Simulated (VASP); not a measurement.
# Yb (Im-3m) in VASP: a series of runs

The runs below take Yb through single point, with PBE, PBEsol.

Everything below comes from runs of VASP 6.6.1. Logs are shortened: lines on timing, memory, paths and dates and some standing lists are left out, and cuts for length are marked.

### 1 The cell of the first run

The structure is cubic, space group Im-3m (No. 229). Conventional cell: a = 4.331 Å, b = 4.331 Å, c = 4.331 Å, α = 90.00°, β = 90.00°, γ = 90.00°. Within 4.9 Å of Yb (site symmetry m-3m) lie 14 Yb at 3.75 to 4.33 Å.

This isn't the form of Yb at room conditions, which is fcc.

### 2 Single point, PBE, collinear spin, ferromagnetic start (40.63 Å³/atom)

INCAR reads:

```
SYSTEM = Yb
PREC     = Accurate       ! precision mode
ENCUT    = 520            ! plane-wave cutoff, eV
EDIFF    = 1E-7           ! SCF threshold, eV
ISMEAR   = -1             ! smearing method
SIGMA    = 0.05           ! smearing width, eV
LREAL    = .False.        ! projectors in reciprocal space
LASPH    = .True.         ! aspherical terms in the spheres
NELM     = 150            ! most SCF steps
ALGO     = Normal         ! electronic algorithm
ISIF     = 2              ! what is computed and relaxed
LWAVE    = .False.        ! write WAVECAR
LCHARG   = .True.         ! write CHGCAR
ISPIN    = 2              ! spin polarisation
MAGMOM   = 1              ! initial moments
LORBIT   = 11             ! projections on sites
LMAXMIX  = 6              ! l up to which the mixer works
GGA      = PE             ! functional
LELF     = .True.         ! ELF
LVHAR    = .True.       
NBANDS   = 22             ! bands
```

KPOINTS reads:

```
Automatic mesh
0
Gamma
  9 9 9
  0 0 0
```

POSCAR reads:

```
Yb
1.0
   -2.1657316470      2.1657316470      2.1657316470
    2.1657316470     -2.1657316470      2.1657316470
    2.1657316470      2.1657316470     -2.1657316470
Yb
1
Direct
    0.0000000000      0.0000000000      0.0000000000
```

Potentials or basis: VASP PAW PBE potentials, release 64 (Yb).

On the command line:

```
cat potpaw_PBE.64/Yb/POTCAR > POTCAR
mpirun -np 1 vasp_std > vasp.out
```

OUTCAR:

```text
SYSTEM = Yb
   PREC = Accurate
   ENCUT = 520
   EDIFF = 1E-7
   ISMEAR = -1
   LREAL = .False.
   LASPH = .True.
   NELM = 150
   ISIF = 2
   ISPIN = 2
   LORBIT = 11
   GGA = PE

 ion  position               nearest neighbor table
   1  0.000  0.000  0.000-

  LATTYP: Found a body centered cubic cell.
 ALAT       =     4.3314632940

  Lattice vectors:

 A1 = (  -2.1657316470,   2.1657316470,   2.1657316470)
 A2 = (   2.1657316470,  -2.1657316470,   2.1657316470)
 A3 = (   2.1657316470,   2.1657316470,  -2.1657316470)

Analysis of symmetry for initial positions (statically):
=====================================================================
 Subroutine PRICEL returns:
 Original cell was already a primitive cell.

 Routine SETGRP: Setting up the symmetry group for a
 body centered cubic supercell.

 Subroutine GETGRP returns: Found 48 space group operations
 (whereof 48 operations were pure point group operations)
 out of a pool of 48 trial point group operations.

The static configuration has the point symmetry O_h .

Analysis of symmetry for dynamics (positions and initial velocities):
=====================================================================
 Subroutine PRICEL returns:
 Original cell was already a primitive cell.

 Routine SETGRP: Setting up the symmetry group for a
 body centered cubic supercell.

 Subroutine GETGRP returns: Found 48 space group operations
 (whereof 48 operations were pure point group operations)
 out of a pool of 48 trial point group operations.

The dynamic configuration has the point symmetry O_h .

Analysis of structural, dynamic, and magnetic symmetry:
=====================================================================
 Subroutine PRICEL returns:
 Original cell was already a primitive cell.

 Routine SETGRP: Setting up the symmetry group for a
 body centered cubic supercell.

 Subroutine GETGRP returns: Found 48 space group operations
 (whereof 48 operations were pure point group operations)
 out of a pool of 48 trial point group operations.

The overall configuration has the point symmetry O_h .

 Subroutine INISYM returns: Found 48 space group operations
 (whereof 48 operations are pure point group operations),
 and found     1 'primitive' translations

----------------------------------------------------------------------------------------

                                     Primitive cell

  volume of cell :      40.6325

  direct lattice vectors                    reciprocal lattice vectors
    -2.165731647  2.165731647  2.165731647     0.000000000  0.230868862  0.230868862
     2.165731647 -2.165731647  2.165731647     0.230868862  0.000000000  0.230868862
     2.165731647  2.165731647 -2.165731647     0.230868862  0.230868862  0.000000000

  length of vectors
     3.751157248  3.751157248  3.751157248     0.326497875  0.326497875  0.326497875

  position of ions in fractional coordinates (direct lattice)
     0.000000000  0.000000000  0.000000000

  ion indices of the primitive-cell ions
   primitive index   ion index
                 1           1

----------------------------------------------------------------------------------------

 KPOINTS: Automatic mesh

Automatic generation of k-mesh.
 Grid dimensions read from file:
 generate k-points for:    9    9    9

 Generating k-lattice:

  Cartesian coordinates                     Fractional coordinates (reciprocal lattice)
     0.000000000  0.025652096  0.025652096     0.111111111  0.000000000  0.000000000
     0.025652096  0.000000000  0.025652096     0.000000000  0.111111111  0.000000000
     0.025652096  0.025652096  0.000000000     0.000000000  0.000000000  0.111111111

  Length of vectors
     0.036277542  0.036277542  0.036277542

  Shift w.r.t. Gamma in fractional coordinates (k-lattice)
     0.000000000  0.000000000  0.000000000

 Subroutine IBZKPT returns following result:
 ===========================================

 Found     35 irreducible k-points:

 Following reciprocal coordinates:
            Coordinates               Weight
  0.000000  0.000000  0.000000      1.000000
  0.111111  0.000000  0.000000     12.000000
  0.222222  0.000000  0.000000     12.000000
  0.333333  0.000000  0.000000     12.000000
  0.444444  0.000000  0.000000     12.000000
  0.111111  0.111111  0.000000     24.000000
[... 16 lines left out ...]
 -0.333333  0.444444  0.111111     48.000000
 -0.444444 -0.444444  0.111111     24.000000
 [... further k-points ...]
   k-points           NKPTS =     35   k-points in BZ     NKDIM =     35   number of bands    NBANDS=     22
   number of dos      NEDOS =    301   number of ions     NIONS =      1
   total plane-waves  NPLWV =  21952
   dimension x,y,z NGX =    28 NGY =   28 NGZ =   28
   dimension x,y,z NGXF=    56 NGYF=   56 NGZF=   56
   ions per type =               1
   NGX,Y,Z   is equivalent  to a cutoff of  12.41, 12.41, 12.41 a.u.
   NGXF,Y,Z  is equivalent  to a cutoff of  24.82, 24.82, 24.82 a.u.
 SYSTEM =  Yb
   PREC   = accura    normal or accurate (medium, high low for compatibility)
   ISTART =      0    job   : 0-new  1-cont  2-samecut
   ICHARG =      2    charge: 1-file 2-atom 10-const
   ISPIN  =      2    spin polarized calculation?
   LNONCOLLINEAR =      F non collinear calculations
   LSORBIT =      F    spin-orbit coupling
   LASPH  =      T    aspherical Exc in radial PAW
   ENCUT  =  520.0 eV  38.22 Ry    6.18 a.u.   6.97  6.97  6.97*2*pi/ulx,y,z
   NELM   =    150;   NELMIN=  2; NELMDL= -5     # of ELM steps
   EDIFF  = 0.1E-06   stopping-criterion for ELM
   LREAL  =      F    real-space projection
   EDIFFG = 0.1E-05   stopping-criterion for IOM
   NSW    =      0    number of steps for IOM
   IBRION =     -1    ionic relax: 0-MD 1-quasi-New 2-CG
   NFREE  =      0    steps in history (QN), initial steepest desc. (CG)
   ISIF   =      2    stress and relaxation
   ISYM   =      2    0-nonsym 1-usesym 2-fastsym
   POTIM  = 0.5000    time-step for ionic-motion
   TEBEG  =    0.0;   TEEND  =   0.0 temperature during run
   PSTRESS=    0.0 pullay stress
   NELECT =      24.0000    total number of electrons
   NUPDOWN=      -1.0000    fix difference up-down
   EMIN   =  10.00;   EMAX   =-10.00  energy-range for DOS
   EFERMI =   0.00;   METHOD = LEGACY
   ISMEAR =    -1;   SIGMA  =   0.05  broadening in eV -4-tet -1-fermi 0-gaus
   EFERMI_NEDOS =   21; number of points for ismear=-14 and -15
   IALGO  =     38    algorithm
   IMIX   =      4    mixing-type and parameters
     AMIX     =   0.40;   BMIX     =  1.00
     AMIX_MAG =   1.60;   BMIX_MAG =  1.00
  volume/ion in A,a.u.               =      40.63       274.20
  Fermi-wavevector in a.u.,A,eV,Ry     =   1.373580  2.595690 25.670409  1.886722
  Thomas-Fermi vector in A             =   2.499084
   LORBIT       =     11    0 simple, 1 ext, 2 COOP (PROOUT), +10 PAW based schemes
   GGA     = PE    functional components
   LHFCALC =     F    Hartree Fock is set to
   AEXX    =    0.0000 exact exchange contribution
   IVDW    =     0    specifies the selected vdW correction
   LEPSILON=     F    determine dielectric tensor
   LRPA    =     F    only Hartree local field effects (RPA)
 spin polarized calculation
  energy-cutoff  :      520.00
  volume of cell :       40.63
 maximum number of plane-waves:      1118
   NGX = 13   NGY = 13   NGZ = 13

 number of electron      23.9999988 magnetization      -0.0002487

 number of electron      23.9999988 magnetization       0.0000064

 Free energy of the ion-electron system (eV)
  ---------------------------------------------------
  ext. energy  EPLUGINS =         0.00000000
  ---------------------------------------------------
  free energy    TOTEN  =        -3.52270796 eV

  energy without entropy =       -3.50810801  energy(sigma->0) =       -3.51540799

 E-fermi :   1.2134     XC(G=0):  -8.9194

 val. band max:        1.1960400686   @ k =  -0.4444  -0.4444   0.2222
 cond. band min:       1.2269905017   @ k =  -0.4444  -0.4444   0.2222
 fundamental gap:      0.0309504331
 Fermi energy:         1.2133694346

 spin component 1

 k-point     1 :       0.0000    0.0000    0.0000
  band No.  band energies     occupation
      1     -50.6185      1.00000
      2     -22.8698      1.00000
      3     -22.8698      1.00000
      4     -22.8698      1.00000
      5      -3.6745      1.00000
      6       0.8059      0.99971
[... 14 lines left out ...]
     21      16.4257      0.00000
     22      16.4257      0.00000

 k-point     2 :       0.1111    0.0000    0.0000
  band No.  band energies     occupation
      1     -50.6173      1.00000
      2     -22.8969      1.00000
      3     -22.8788      1.00000
      4     -22.8698      1.00000
      5      -3.4080      1.00000
      6       0.8075      0.99970
[... 14 lines left out ...]
     21      14.5450      0.00000
     22      14.6291      0.00000

 k-point     3 :       0.2222    0.0000    0.0000
  band No.  band energies     occupation
      1     -50.6143      1.00000
      2     -22.9644      1.00000
      3     -22.9016      1.00000
      4     -22.8697      1.00000
      5      -2.6536      1.00000
      6       0.8128      0.99967
[... 14 lines left out ...]
     21      14.0739      0.00000
     22      14.3404      0.00000
[... 476 lines left out ...]
 k-point    23 :      -0.3333    0.4444    0.1111
  band No.  band energies     occupation
      1     -50.6075      1.00000
      2     -23.0550      1.00000
      3     -22.9674      1.00000
      4     -22.9061      1.00000
      5      -0.3974      1.00000
      6       0.8013      0.99974
[... 14 lines left out ...]
     21      14.2493      0.00000
     22      16.2635      0.00000

 k-point    24 :      -0.4444   -0.4444    0.1111
  band No.  band energies     occupation
      1     -50.6065      1.00000
      2     -23.0726      1.00000
      3     -22.9795      1.00000
      4     -22.9059      1.00000
      5       0.3268      1.00000
      6       0.8061      0.99971
[... 14 lines left out ...]
     21      14.5785      0.00000
     22      15.9051      0.00000

 [... further k-points ...]

 spin component 2

 k-point     1 :       0.0000    0.0000    0.0000
  band No.  band energies     occupation
      1     -50.6185      1.00000
      2     -22.8698      1.00000
      3     -22.8698      1.00000
      4     -22.8698      1.00000
      5      -3.6744      1.00000
      6       0.8058      0.99971
[... 14 lines left out ...]
     21      16.4257      0.00000
     22      16.4257      0.00000

 k-point     2 :       0.1111    0.0000    0.0000
  band No.  band energies     occupation
      1     -50.6173      1.00000
      2     -22.8969      1.00000
      3     -22.8788      1.00000
      4     -22.8698      1.00000
      5      -3.4079      1.00000
      6       0.8074      0.99970
[... 14 lines left out ...]
     21      14.5450      0.00000
     22      14.6292      0.00000

 k-point     3 :       0.2222    0.0000    0.0000
  band No.  band energies     occupation
      1     -50.6144      1.00000
      2     -22.9644      1.00000
      3     -22.9016      1.00000
      4     -22.8697      1.00000
      5      -2.6535      1.00000
      6       0.8127      0.99967
[... 14 lines left out ...]
     21      14.0740      0.00000
     22      14.3404      0.00000
[... 476 lines left out ...]
 k-point    23 :      -0.3333    0.4444    0.1111
  band No.  band energies     occupation
      1     -50.6076      1.00000
      2     -23.0550      1.00000
      3     -22.9674      1.00000
      4     -22.9061      1.00000
      5      -0.3973      1.00000
      6       0.8012      0.99974
[... 14 lines left out ...]
     21      14.2494      0.00000
     22      16.2635      0.00000

 k-point    24 :      -0.4444   -0.4444    0.1111
  band No.  band energies     occupation
      1     -50.6065      1.00000
      2     -23.0727      1.00000
      3     -22.9795      1.00000
      4     -22.9059      1.00000
      5       0.3269      1.00000
      6       0.8060      0.99971
[... 14 lines left out ...]
     21      14.5786      0.00000
     22      15.9052      0.00000

 [... further k-points ...]

------------------------ aborting loop because EDIFF is reached ----------------------------------------

  FORCE on cell =-STRESS in cart. coord.  units (eV):
  Direction    XX          YY          ZZ          XY          YZ          ZX
  --------------------------------------------------------------------------------------
  -------------------------------------------------------------------------------------
  Total       -0.7115465     -0.7115465     -0.7115465     -0.0000000     -0.0000000      0.0000000
  in kB      -28.0569182    -28.0569182    -28.0569182     -0.0000000     -0.0000000      0.0000000
  external PRESSURE =     -28.0569182 kB  Pullay stress =       0.0000000 kB

 VOLUME and BASIS-vectors are now :
 -----------------------------------------------------------------------------
  energy-cutoff  :      520.00
  volume of cell :       40.63
      direct lattice vectors                 reciprocal lattice vectors
    -2.165731647  2.165731647  2.165731647     0.000000000  0.230868862  0.230868862
     2.165731647 -2.165731647  2.165731647     0.230868862  0.000000000  0.230868862
     2.165731647  2.165731647 -2.165731647     0.230868862  0.230868862  0.000000000

 POSITION                                       TOTAL-FORCE (eV/Angst)
 -----------------------------------------------------------------------------------
      0.00000      0.00000      0.00000        -0.000000     -0.000000     -0.000000
 -----------------------------------------------------------------------------------
    total drift:                               -0.000000     -0.000000     -0.000000

  FREE ENERGIE OF THE ION-ELECTRON SYSTEM (eV)
  ---------------------------------------------------
  free  energy   TOTEN  =        -3.5227079606 eV

  energy  without entropy=       -3.5081080131  energy(sigma->0) =       -3.51540799

 total charge

# of ion       s       p       d       f       tot
--------------------------------------------------
    1        2.211   5.975   0.223  13.643  22.052

 magnetization (x)

# of ion       s       p       d       f       tot
--------------------------------------------------
    1       -0.000   0.000   0.000  -0.000  -0.000
```

It took 8.1 min on 1 thread of Intel Xeon 8259CL, shared host; peak memory 0.22 GiB.

Results:

* Free energy: -3.5227 eV
* Pressure: -2.8 GPa
* Band gap on the k mesh: zero (filled and empty bands overlap)
* Net moment: 0.00 μB per cell
* Valence electrons inside the program's atomic spheres: Yb 22.05

Caveat: spin-orbit coupling is left out, which moves the levels of the heavy elements. The state reached can hang on the start; a lower one may exist.

### 3 Single point, PBE, collinear spin, ferromagnetic start (41.43 Å³/atom)

This run uses another cell than the first one, of 41.43 Å³/atom.

INCAR reads:

```
ALGO     = Normal         # electronic algorithm
EDIFF    = 1E-6           # SCF threshold, eV
ENCUT    = 520            # plane-wave cutoff, eV
GGA      = PE             # functional
ISIF     = 2              # what is computed and relaxed
ISMEAR   = -1             # smearing method
ISPIN    = 2              # spin polarisation
LASPH    = T              # aspherical terms in the spheres
LCHARG   = F              # write CHGCAR
LMAXMIX  = 6              # l up to which the mixer works
LORBIT   = 11             # projections on sites
LREAL    = F              # projectors in reciprocal space
LWAVE    = F              # write WAVECAR
MAGMOM   = 1              # initial moments
NBANDS   = 22             # bands
NELM     = 150            # most SCF steps
PREC     = Accurate       # precision mode
SIGMA    = 0.05           # smearing width, eV
```

KPOINTS reads:

```
k-points
0
Gamma
  9 9 9
```

POSCAR reads:

```
Yb
1.0
   -2.1797952336      2.1797952336      2.1797952336
    2.1797952336     -2.1797952336      2.1797952336
    2.1797952336      2.1797952336     -2.1797952336
Yb
1
Direct
    0.0000000000      0.0000000000      0.0000000000
```

Potentials or basis: VASP PAW PBE potentials, release 64 (Yb).

On the command line:

```
cat potpaw_PBE.64/Yb/POTCAR > POTCAR
mpirun -np 1 vasp_std > vasp.out
```

Wall time 9.7 min (1 thread of Intel Xeon 8259CL, shared host); peak memory 0.22 GiB.

The run converged. Its results:

```yaml
Free_energy: -3.5094 eV
Pressure: -4.2 GPa
Band_gap_on_the_k_mesh: zero (filled and empty bands overlap)
Net_moment: 0.00 μB per cell
Valence_electrons_inside_the_program's_atomic_spheres: Yb 22.05
```

Levels at points of the mesh, in eV from the Fermi level:
Spin up:
```csv
k point,band 8,band 9,band 10,band 11,band 12,band 13,band 14,band 15,band 16,band 17
"(0.00, 0.00, 0.00)",-0.41,-0.31,-0.31,-0.31,-0.29,2.75,2.75,2.75,4.42,4.42
```
Spin down:
```csv
k point,band 8,band 9,band 10,band 11,band 12,band 13,band 14,band 15,band 16,band 17
"(0.00, 0.00, 0.00)",-0.40,-0.31,-0.31,-0.31,-0.29,2.75,2.75,2.75,4.42,4.42
```

Caveat: the cell stands under tension; spin-orbit coupling is left out, which moves the levels of the heavy elements. The state reached can hang on the start; a lower one may exist.

(Part 1 of 2 ends here.)
